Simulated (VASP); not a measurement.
# MgO (zincblende type) (F-43m) in VASP: notebook, part 2 of 2

VASP 6.6.1.

**4. Single point, PBE (volume scaled by 0.55, ecut 600)**

File INCAR:

```
SYSTEM = MgO
PREC = Accurate ; ENCUT = 520
EDIFF = 1E-6 ; ISMEAR = -1
SIGMA = 0.05 ; LREAL = .FALSE.
LASPH = .TRUE. ; NELM = 80
ALGO = Normal ; ISIF = 2
LWAVE = .FALSE. ; LCHARG = .FALSE.
GGA = PE ; NBANDS = 11
```

File KPOINTS:

```
regular mesh
0
G
  15 15 15
  0 0 0
```

File POSCAR:

```
MgO
1.0
    0.0000000000      1.8892707084      1.8892707084
    1.8892707084      0.0000000000      1.8892707084
    1.8892707084      1.8892707084      0.0000000000
Mg O
1 1
Direct
    0.0000000000      0.0000000000      0.0000000000
    0.2500000000      0.2500000000      0.2500000000
```

Potentials or basis: VASP PAW PBE potentials, release 64 (Mg, O).

Command:

```sh
cat potpaw_PBE.64/Mg/POTCAR potpaw_PBE.64/O/POTCAR > POTCAR
mpirun -np 1 vasp_std > vasp.out
```

OUTCAR:

```text
SYSTEM = MgO
   PREC = Accurate
   ENCUT = 520
   EDIFF = 1E-6
   ISMEAR = -1
   LREAL = .FALSE.
   LASPH = .TRUE.
   NELM = 80
   ISIF = 2
   GGA = PE

 ion  position               nearest neighbor table
   1  0.000  0.000  0.000-   2 1.64   2 1.64   2 1.64   2 1.64
   2  0.250  0.250  0.250-   1 1.64   1 1.64   1 1.64   1 1.64

  LATTYP: Found a face centered cubic cell.
 ALAT       =     3.7785414168

  Lattice vectors:

 A1 = (   0.0000000000,   1.8892707084,   1.8892707084)
 A2 = (   1.8892707084,   0.0000000000,   1.8892707084)
 A3 = (   1.8892707084,   1.8892707084,   0.0000000000)

Analysis of symmetry for initial positions (statically):
=====================================================================
 Subroutine PRICEL returns:
 Original cell was already a primitive cell.

 Routine SETGRP: Setting up the symmetry group for a
 face centered cubic supercell.

 Subroutine GETGRP returns: Found 24 space group operations
 (whereof 24 operations were pure point group operations)
 out of a pool of 48 trial point group operations.

The static configuration has the point symmetry T_d .

Analysis of symmetry for dynamics (positions and initial velocities):
=====================================================================
 Subroutine PRICEL returns:
 Original cell was already a primitive cell.

 Routine SETGRP: Setting up the symmetry group for a
 face centered cubic supercell.

 Subroutine GETGRP returns: Found 24 space group operations
 (whereof 24 operations were pure point group operations)
 out of a pool of 48 trial point group operations.

The dynamic configuration has the point symmetry T_d .

 Subroutine INISYM returns: Found 24 space group operations
 (whereof 24 operations are pure point group operations),
 and found     1 'primitive' translations

----------------------------------------------------------------------------------------

                                     Primitive cell

  volume of cell :      13.4869
[... 110 lines left out ...]
  volume/ion in A,a.u.               =       6.74        45.51
  Fermi-wavevector in a.u.,A,eV,Ry     =   1.375521  2.599358 25.743022  1.892059
  Thomas-Fermi vector in A             =   2.500849
   LORBIT       =      0    0 simple, 1 ext, 2 COOP (PROOUT), +10 PAW based schemes
   GGA     = PE    functional components
   LHFCALC =     F    Hartree Fock is set to
   AEXX    =    0.0000 exact exchange contribution
   IVDW    =     0    specifies the selected vdW correction
   LEPSILON=     F    determine dielectric tensor
   LRPA    =     F    only Hartree local field effects (RPA)
 non-spin polarized calculation
  energy-cutoff  :      520.00
  volume of cell :       13.49
 maximum number of plane-waves:       375
   NGX =  9   NGY =  9   NGZ =  9

 number of electron       8.0000008 magnetization

 Free energy of the ion-electron system (eV)
  ---------------------------------------------------
  ext. energy  EPLUGINS =         0.00000000
  ---------------------------------------------------
  free energy    TOTEN  =        -6.85470765 eV

  energy without entropy =       -6.85470765  energy(sigma->0) =       -6.85470765

 E-fermi :   6.0843     XC(G=0): -12.4636

 val. band max:        4.8674867297   @ k =  -0.1333   0.1333   0.0000
 cond. band min:      12.3693648366   @ k =   0.4667   0.4667   0.0000
 fundamental gap:      7.5018781069
 Fermi energy:         6.0842807445

 k-point     1 :       0.0000    0.0000    0.0000
  band No.  band energies     occupation
      1     -13.2459      2.00000
      2       4.8135      2.00000
      3       4.8135      2.00000
      4       4.8135      2.00000
      5      12.7074      0.00000
      6      28.6122      0.00000
      7      28.6122      0.00000
      8      28.6122      0.00000
      9      31.0176      0.00000
     10      31.0176      0.00000
     11      33.1545      0.00000
[... 309 lines left out ...]
 k-point    24 :       0.2000    0.1333    0.0000
  band No.  band energies     occupation
      1     -12.6352      2.00000
      2       3.1704      2.00000
      3       4.6038      2.00000
      4       4.6238      2.00000
      5      14.5673      0.00000
      6      22.9977      0.00000
      7      27.8150      0.00000
      8      28.2750      0.00000
      9      29.4246      0.00000
     10      32.2329      0.00000
     11      34.4421      0.00000

 [... further k-points ...]
[... 5 lines left out ...]
  --------------------------------------------------------------------------------------
  -------------------------------------------------------------------------------------
  Total       19.8477999     19.8477999     19.8477999      0.0000000     -0.0000000      0.0000000
  in kB     2357.8185826   2357.8185826   2357.8185826      0.0000000     -0.0000000      0.0000000
  external PRESSURE =    2357.8185826 kB  Pullay stress =       0.0000000 kB

 VOLUME and BASIS-vectors are now :
 -----------------------------------------------------------------------------
  energy-cutoff  :      520.00
  volume of cell :       13.49
      direct lattice vectors                 reciprocal lattice vectors
     0.000000000  1.889270708  1.889270708    -0.264652386  0.264652386  0.264652386
     1.889270708  0.000000000  1.889270708     0.264652386 -0.264652386  0.264652386
     1.889270708  1.889270708  0.000000000     0.264652386  0.264652386 -0.264652386

 POSITION                                       TOTAL-FORCE (eV/Angst)
 -----------------------------------------------------------------------------------
      0.00000      0.00000      0.00000        -0.000000     -0.000000     -0.000000
      0.94464      0.94464      0.94464         0.000000      0.000000      0.000000
 -----------------------------------------------------------------------------------
    total drift:                               -0.000006     -0.000006     -0.000006

  FREE ENERGIE OF THE ION-ELECTRON SYSTEM (eV)
  ---------------------------------------------------
  free  energy   TOTEN  =        -6.8547076539 eV

  energy  without entropy=       -6.8547076539  energy(sigma->0) =       -6.85470765
```

OSZICAR:

```text
N       E                     dE             d eps       ncg     rms          rms(c)
DAV:   1     0.189020998786E+02    0.18902E+02   -0.50557E+03  3040   0.673E+02
DAV:   2    -0.966976282835E+01   -0.28572E+02   -0.28170E+02  3033   0.155E+02
DAV:   3    -0.101128783938E+02   -0.44312E+00   -0.44292E+00  3287   0.166E+01
DAV:   4    -0.101137699038E+02   -0.89151E-03   -0.89149E-03  2964   0.847E-01
DAV:   5    -0.101137723339E+02   -0.24301E-05   -0.24301E-05  3181   0.417E-02    0.104E+01
DAV:   6    -0.697489469576E+01    0.31389E+01   -0.12496E+01  2850   0.219E+01    0.230E+00
DAV:   7    -0.687925768975E+01    0.95637E-01   -0.28106E-01  3057   0.374E+00    0.149E+00
DAV:   8    -0.685517391926E+01    0.24084E-01   -0.24899E-02  2896   0.169E+00    0.176E-01
DAV:   9    -0.685470898223E+01    0.46494E-03   -0.19484E-03  3147   0.275E-01    0.677E-02
DAV:  10    -0.685471009431E+01   -0.11121E-05   -0.27420E-04  2866   0.130E-01    0.237E-02
DAV:  11    -0.685470692237E+01    0.31719E-05   -0.20857E-05  3048   0.326E-02    0.293E-03
DAV:  12    -0.685470765387E+01   -0.73149E-06   -0.84761E-07  2922   0.801E-03
   1 F= -.68547077E+01 E0= -.68547077E+01  d E =-.374609E-11
```

It took 14 s on 1 thread of Intel Xeon Platinum 8259CL at 2.50GHz (Skylake/Cascade Lake), shared host; peak memory 0.13 GiB.

What came out:

| Quantity | Value |
| --- | --- |
| Free energy | -6.8547 eV |
| Pressure | 235.8 GPa |
| Band gap on the k mesh | 7.50 eV, indirect (least direct gap 7.89 eV) |

Levels at points of the mesh, in eV from the valence-band top:
```csv
k point,band 2,band 3,band 4,band 5,band 6,band 7
"(0.00, 0.00, 0.00)",-0.05,-0.05,-0.05,7.84,23.74,23.74
```

 A k mesh can miss the band edges.

**5. Single point, PBE (volume scaled by 0.64)**

File INCAR:

```
SYSTEM = MgO
PREC     = Accurate       ! precision mode
ENCUT    = 520            ! plane-wave cutoff, eV
EDIFF    = 1E-7           ! SCF threshold, eV
ISMEAR   = -1             ! smearing method
SIGMA    = 0.05           ! smearing width, eV
LREAL    = .False.        ! projectors in reciprocal space
LASPH    = .True.         ! aspherical terms in the spheres
NELM     = 100            ! most SCF steps
ALGO     = Normal         ! electronic algorithm
ISIF     = 2              ! what is computed and relaxed
LWAVE    = .False.        ! write WAVECAR
LCHARG   = .False.        ! write CHGCAR
GGA      = PE             ! functional
NBANDS   = 11             ! bands
```

File KPOINTS:

```
Automatic mesh
0
Gamma
  15 15 15
  0 0 0
```

File POSCAR:

```
MgO
1.0
    0.0000000000      1.9871620568      1.9871620568
    1.9871620568      0.0000000000      1.9871620568
    1.9871620568      1.9871620568      0.0000000000
Mg O
1 1
Direct
    0.0000000000      0.0000000000      0.0000000000
    0.2500000000      0.2500000000      0.2500000000
```

Command:

```sh
cat potpaw_PBE.64/Mg/POTCAR potpaw_PBE.64/O/POTCAR > POTCAR
mpirun -np 1 vasp_std > vasp.out
```

It took 15 s on 1 thread of Intel Xeon Platinum 8259CL at 2.50GHz (Skylake/Cascade Lake), shared host; peak memory 0.15 GiB.

Results (log left out):

* Free energy: -9.2932 eV
* Pressure: 128.5 GPa
* Band gap on the k mesh: 6.51 eV, indirect (least direct gap 6.53 eV)

Levels at points of the mesh, in eV from the valence-band top:
| k point | band 2 | band 3 | band 4 | band 5 | band 6 | band 7 |
| --- | --- | --- | --- | --- | --- | --- |
| (0.00, 0.00, 0.00) | -0.02 | -0.02 | -0.02 | 6.51 | 21.77 | 21.77 |

 A k mesh can miss the band edges.

**6. The runs side by side**

```csv
task,cell,cutoff (eV),gap on the mesh (eV),pressure (GPa)
relaxation of cell and atoms,"relaxed from a = 3.177 Å, angles 60.0°, 2 atoms",600,3.49,0.0
single point,"a = 2.672 Å, angles 60.0°, 2 atoms",520,7.50,235.8
single point,"a = 2.810 Å, angles 60.0°, 2 atoms",520,6.51,128.5
```

Alike in all rows: level PBE; potentials or basis VASP PAW PBE potentials, release 64 (Mg, O); no spin polarisation; k mesh 15 × 15 × 15; smearing fermi-dirac 0.05 eV.

Total energies depend on the potentials used, so only differences within one code and one set of settings carry meaning.
